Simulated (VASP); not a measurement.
Set up this calculation in VASP 6.6.1, as the native input.

* Task: single point
* Functional: PBE
* Dispersion: D3(BJ)
* Potentials or basis: VASP PAW PBE potentials, release 64 (Sb)
* Cutoff: 520 eV
* k mesh: 9 × 9 × 1
* Occupations: gaussian, width 0.05 eV
* Spin: no spin polarisation
* Dipole correction: yes
* Further INCAR settings: ALGO = Normal; EDIFF = 1e-06; NBANDS = 18

The structure of Sb lies in POSCAR:

```
Sb
1.0
    4.0686848921      0.0000000000      0.0000000000
   -2.0343424461      3.5235844766      0.0000000000
    0.0000000000      0.0000000000     20.8000277116
Sb
4
Direct
    0.3333333333      0.6666666667      0.2956733491
    0.6666666667      0.3333333333      0.2163458656
    0.6666666667      1.0000000000      0.5600967399
    0.3333333333      1.3333333333      0.4807692564
```

One way to write it, as run:

INCAR

```
SYSTEM = Sb
PREC = Accurate
ENCUT = 520
EDIFF = 1E-6
ISMEAR = 0
SIGMA = 0.05
LREAL = .False.
LASPH = .True.
NELM = 80
ALGO = Normal
ISIF = 2
LWAVE = .False.
LCHARG = .False.
LDIPOL = .True.
IDIPOL = 3
DIPOL = 0.5 0.5 0.388
GGA = PE
IVDW = 12
NBANDS = 18
```

KPOINTS

```
regular mesh
0
Gamma
  9 9 1
  0 0 0
```

Potentials or basis: VASP PAW PBE potentials, release 64 (Sb).

Run with:

```sh
$ cat potpaw_PBE.64/Sb/POTCAR > POTCAR
$ mpirun -np 1 vasp_std > vasp.out
```

It gave:

The largest force is 0.166 eV/Å and the band gap on the k mesh is 0.88 eV, indirect (least direct gap 1.41 eV). The dispersion energy per atom is -0.291 eV.

Caveat: spin-orbit coupling is left out, which moves the levels of the heavy elements.

It took 3.6 min on 1 thread of Intel(R) Xeon(R) Platinum 8375C CPU @ 2.90GHz (Ice Lake) (shared host), peak memory 0.43 GiB.
